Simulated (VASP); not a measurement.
# LiH (Fm-3m) in VASP: notebook

LiH is run at these levels: PBE; tasks: single point.

All numbers are computed with VASP 6.6.1; they aren't measurements. Logs are shortened: lines on timing, memory, paths and dates and some standing lists are left out, and cuts for length are marked.

**1. The cell of the first run**

Symmetry: Fm-3m, No. 225, cubic system. Conventional cell: a = 3.997 Å, b = 3.997 Å, c = 3.997 Å, α = 90.00°, β = 90.00°, γ = 90.00°. Li (site symmetry m-3m) has 6 H at 2.00 Å within 2.6 Å. Within 2.6 Å of H (site symmetry m-3m) lie 6 Li at 2.00 Å.

**2. Single point, PBE**

INCAR

```
SYSTEM = LiH
  ALGO = Normal
  EDIFF = 1E-6
  ENCUT = 520
  GGA = PE
  ISIF = 2
  ISMEAR = -1
  LASPH = .True.
  LCHARG = .True.
  LELF = .True.
  LREAL = .False.
  LVHAR = .True.
  LWAVE = .False.
  NBANDS = 9
  NELM = 80
  PREC = Accurate
  SIGMA = 0.02
```

KPOINTS

```
k-points
0
Gamma
  10 10 10
  0 0 0
```

POSCAR

```
LiH
1.0
    0.0000000000      1.9984726927      1.9984726927
    1.9984726927      0.0000000000      1.9984726927
    1.9984726927      1.9984726927      0.0000000000
Li H
1 1
Direct
    0.0000000000      0.0000000000      0.0000000000
    0.5000000000      0.5000000000      0.5000000000
```

Potentials or basis: VASP PAW PBE potentials, release 64 (Li_sv, H).

Command:

```
> cat potpaw_PBE.64/Li_sv/POTCAR potpaw_PBE.64/H/POTCAR > POTCAR
> mpirun -np 1 vasp_std > vasp.out
```

OUTCAR:

```text
SYSTEM = LiH
   EDIFF = 1E-6
   ENCUT = 520
   GGA = PE
   ISIF = 2
   ISMEAR = -1
   LASPH = .True.
   LREAL = .False.
   NELM = 80
   PREC = Accurate

 ion  position               nearest neighbor table
   1  0.000  0.000  0.000-
   2  0.500  0.500  0.500-

  LATTYP: Found a face centered cubic cell.
 ALAT       =     3.9969453854

  Lattice vectors:

 A1 = (   0.0000000000,   1.9984726927,   1.9984726927)
 A2 = (   1.9984726927,   0.0000000000,   1.9984726927)
 A3 = (   1.9984726927,   1.9984726927,   0.0000000000)

Analysis of symmetry for initial positions (statically):
=====================================================================
 Subroutine PRICEL returns:
 Original cell was already a primitive cell.

 Routine SETGRP: Setting up the symmetry group for a
 face centered cubic supercell.

 Subroutine GETGRP returns: Found 48 space group operations
 (whereof 48 operations were pure point group operations)
 out of a pool of 48 trial point group operations.

The static configuration has the point symmetry O_h .

Analysis of symmetry for dynamics (positions and initial velocities):
=====================================================================
 Subroutine PRICEL returns:
 Original cell was already a primitive cell.

 Routine SETGRP: Setting up the symmetry group for a
 face centered cubic supercell.

 Subroutine GETGRP returns: Found 48 space group operations
 (whereof 48 operations were pure point group operations)
 out of a pool of 48 trial point group operations.

The dynamic configuration has the point symmetry O_h .

 Subroutine INISYM returns: Found 48 space group operations
 (whereof 48 operations are pure point group operations),
 and found     1 'primitive' translations

----------------------------------------------------------------------------------------

                                     Primitive cell

  volume of cell :      15.9634

  direct lattice vectors                    reciprocal lattice vectors
     0.000000000  1.998472693  1.998472693    -0.250191059  0.250191059  0.250191059
     1.998472693  0.000000000  1.998472693     0.250191059 -0.250191059  0.250191059
     1.998472693  1.998472693  0.000000000     0.250191059  0.250191059 -0.250191059

  length of vectors
     2.826267186  2.826267186  2.826267186     0.433343626  0.433343626  0.433343626

  position of ions in fractional coordinates (direct lattice)
     0.000000000  0.000000000  0.000000000
     0.500000000  0.500000000  0.500000000

  ion indices of the primitive-cell ions
   primitive index   ion index
                 1           1
[... 79 lines left out ...]
   ISIF   =      2    stress and relaxation
   ISYM   =      2    0-nonsym 1-usesym 2-fastsym
   POTIM  = 0.5000    time-step for ionic-motion
   TEBEG  =    0.0;   TEEND  =   0.0 temperature during run
   PSTRESS=    0.0 pullay stress
   NELECT =       4.0000    total number of electrons
   NUPDOWN=      -1.0000    fix difference up-down
   EMIN   =  10.00;   EMAX   =-10.00  energy-range for DOS
   EFERMI =   0.00;   METHOD = LEGACY
   ISMEAR =    -1;   SIGMA  =   0.02  broadening in eV -4-tet -1-fermi 0-gaus
   EFERMI_NEDOS =   21; number of points for ismear=-14 and -15
   IALGO  =     38    algorithm
   IMIX   =      4    mixing-type and parameters
     AMIX     =   0.40;   BMIX     =  1.00
     AMIX_MAG =   1.60;   BMIX_MAG =  1.00
  volume/ion in A,a.u.               =       7.98        53.86
  Fermi-wavevector in a.u.,A,eV,Ry     =   1.032096  1.950378 14.493217  1.065221
  Thomas-Fermi vector in A             =   2.166276
   LORBIT       =      0    0 simple, 1 ext, 2 COOP (PROOUT), +10 PAW based schemes
   GGA     = PE    functional components
   LHFCALC =     F    Hartree Fock is set to
   AEXX    =    0.0000 exact exchange contribution
   IVDW    =     0    specifies the selected vdW correction
   LEPSILON=     F    determine dielectric tensor
   LRPA    =     F    only Hartree local field effects (RPA)
 non-spin polarized calculation
  energy-cutoff  :      520.00
  volume of cell :       15.96
 maximum number of plane-waves:       444
 NGX is ok and might be reduce to    24
   NGX = 11   NGY = 11   NGZ = 11

 number of electron       3.9999996 magnetization

 Free energy of the ion-electron system (eV)
  ---------------------------------------------------
  ext. energy  EPLUGINS =         0.00000000
  ---------------------------------------------------
  free energy    TOTEN  =        -6.12692976 eV

  energy without entropy =       -6.12692976  energy(sigma->0) =       -6.12692976

 E-fermi :   0.7229     XC(G=0):  -8.5396

 val. band max:        0.1320161382   @ k =   0.5000   0.5000   0.0000
 cond. band min:       3.1048273742   @ k =   0.5000   0.5000   0.0000
 fundamental gap:      2.9728112360
 Fermi energy:         0.7228902293

 k-point     1 :       0.0000    0.0000    0.0000
  band No.  band energies     occupation
      1     -44.1507      2.00000
      2      -5.3343      2.00000
      3      16.3389      0.00000
      4      18.1121      0.00000
      5      18.1121      0.00000
      6      18.1121      0.00000
      7      22.8435      0.00000
      8      22.8435      0.00000
      9      22.8435      0.00000
[... 265 lines left out ...]
 k-point    24 :       0.4000    0.3000    0.0000
  band No.  band energies     occupation
      1     -44.1004      2.00000
      2      -2.2036      2.00000
      3       6.8462      0.00000
      4      10.6481      0.00000
      5      11.9814      0.00000
      6      16.4410      0.00000
      7      17.7994      0.00000
      8      29.8676      0.00000
      9      30.3255      0.00000

 [... further k-points ...]

------------------------ aborting loop because EDIFF is reached ----------------------------------------

  FORCE on cell =-STRESS in cart. coord.  units (eV):
  Direction    XX          YY          ZZ          XY          YZ          ZX
  --------------------------------------------------------------------------------------
  -------------------------------------------------------------------------------------
  Total        0.0019395      0.0019395      0.0019395      0.0000000      0.0000000      0.0000000
  in kB        0.1946613      0.1946613      0.1946613      0.0000000      0.0000000      0.0000000
  external PRESSURE =       0.1946613 kB  Pullay stress =       0.0000000 kB

 VOLUME and BASIS-vectors are now :
 -----------------------------------------------------------------------------
  energy-cutoff  :      520.00
  volume of cell :       15.96
      direct lattice vectors                 reciprocal lattice vectors
     0.000000000  1.998472693  1.998472693    -0.250191059  0.250191059  0.250191059
     1.998472693  0.000000000  1.998472693     0.250191059 -0.250191059  0.250191059
     1.998472693  1.998472693  0.000000000     0.250191059  0.250191059 -0.250191059

 POSITION                                       TOTAL-FORCE (eV/Angst)
 -----------------------------------------------------------------------------------
      0.00000      0.00000      0.00000        -0.000000     -0.000000      0.000000
      1.99847      1.99847      1.99847         0.000000      0.000000     -0.000000
 -----------------------------------------------------------------------------------
    total drift:                                0.000000     -0.000000     -0.000000

  FREE ENERGIE OF THE ION-ELECTRON SYSTEM (eV)
  ---------------------------------------------------
  free  energy   TOTEN  =        -6.1269297571 eV

  energy  without entropy=       -6.1269297571  energy(sigma->0) =       -6.12692976
```

OSZICAR:

```text
N       E                     dE             d eps       ncg     rms          rms(c)
DAV:   1    -0.208263889911E+01   -0.20826E+01   -0.13769E+03   862   0.410E+02
DAV:   2    -0.631226621276E+01   -0.42296E+01   -0.42086E+01  1209   0.546E+01
DAV:   3    -0.636967964959E+01   -0.57413E-01   -0.57386E-01  1016   0.500E+00
DAV:   4    -0.637000143386E+01   -0.32178E-03   -0.32175E-03  1145   0.340E-01
DAV:   5    -0.637000388869E+01   -0.24548E-05   -0.24549E-05  1012   0.185E-02    0.288E+00
DAV:   6    -0.618685669443E+01    0.18315E+00   -0.14819E-01   943   0.120E+00    0.144E+00
DAV:   7    -0.612522303316E+01    0.61634E-01   -0.19243E-01  1003   0.154E+00    0.220E-01
DAV:   8    -0.612700238946E+01   -0.17794E-02   -0.43160E-03  1011   0.427E-01    0.429E-02
DAV:   9    -0.612693599163E+01    0.66398E-04   -0.15330E-04  1100   0.483E-02    0.649E-03
DAV:  10    -0.612693047289E+01    0.55187E-05   -0.60998E-06   969   0.176E-02    0.231E-03
DAV:  11    -0.612692975712E+01    0.71577E-06   -0.16948E-07   604   0.192E-03
   1 F= -.61269298E+01 E0= -.61269298E+01  d E =-.578239E-15
```

stdout:

```text
POSCAR found type information on POSCAR LiH
 POSCAR found :  2 types and       2 ions
 scaLAPACK will be used
 LDA part: xc-table for (Slater+PW92), standard interpolation
 POSCAR, INCAR and KPOINTS ok, starting setup
 FFT: planning ... GRIDC
 FFT: planning ... GRID_SOFT
 FFT: planning ... GRID
 WAVECAR not read
 entering main loop
```

It took 5.3 s on 1 thread of Intel Xeon Platinum 8259CL at 2.50GHz (Skylake/Cascade Lake), shared host; peak memory 0.13 GiB.

Results:

```
Free energy            : -6.1269 eV
Band gap on the k mesh : 2.97 eV, direct
```

Caveat: the cutoff is under 1.25 times the usual one of these potentials, so pressure, stress and relaxed cells hold a basis-set (Pulay) error. Expect the measured gap to be larger: semilocal functionals such as PBE lack the derivative discontinuity.

**3. Single point, PBE (strain +0.3%)**

INCAR

```
SYSTEM = LiH
  PREC = Accurate
  ENCUT = 520
  EDIFF = 1E-6
  ISMEAR = -1
  SIGMA = 0.02
  LREAL = .False.
  LASPH = .True.
  NELM = 100
  ALGO = Normal
  ISIF = 2
  LWAVE = .False.
  LCHARG = .False.
  GGA = PE
  NBANDS = 9
```

KPOINTS

```
regular mesh
0
Gamma
  10 10 10
  0 0 0
```

POSCAR

```
LiH
1.0
    0.0000000000      2.0048678053      2.0048678053
    2.0048678053      0.0000000000      2.0048678053
    2.0048678053      2.0048678053      0.0000000000
Li H
1 1
Direct
    0.0000000000      0.0000000000      0.0000000000
    0.5000000000      0.5000000000      0.5000000000
```

Potentials or basis: VASP PAW PBE potentials, release 64 (Li_sv, H).

Command:

```
> cat potpaw_PBE.64/Li_sv/POTCAR potpaw_PBE.64/H/POTCAR > POTCAR
> mpirun -np 1 vasp_std > vasp.out
```

Wall time 5.7 s (1 thread of Intel Xeon Platinum 8259CL at 2.50GHz (Skylake/Cascade Lake), shared host); peak memory 0.13 GiB.

It converged, with:

```yaml
Free_energy: -6.1271 eV
Band_gap_on_the_k_mesh: 2.98 eV, direct
```

Levels at points of the mesh, in eV from the valence-band top:
| k point | band 1 | band 2 | band 3 | band 4 | band 5 | band 6 | band 7 |
| --- | --- | --- | --- | --- | --- | --- | --- |
| (0.00, 0.00, 0.00) | -44.29 | -5.43 | 16.08 | 17.88 | 17.88 | 17.88 | 22.60 |
| (0.50, 0.00, 0.00) | -44.25 | -2.63 | 4.92 | 13.65 | 16.49 | 16.49 | 19.07 |
| (0.50, 0.50, 0.00) | -44.23 | 0.00 | 2.98 | 10.81 | 10.81 | 13.97 | 17.26 |

Caveat: the cell differs from its parent crystal (strain +0.3%); the cutoff is under 1.25 times the usual one of these potentials, so pressure, stress and relaxed cells hold a basis-set (Pulay) error. A k mesh can miss the band edges.
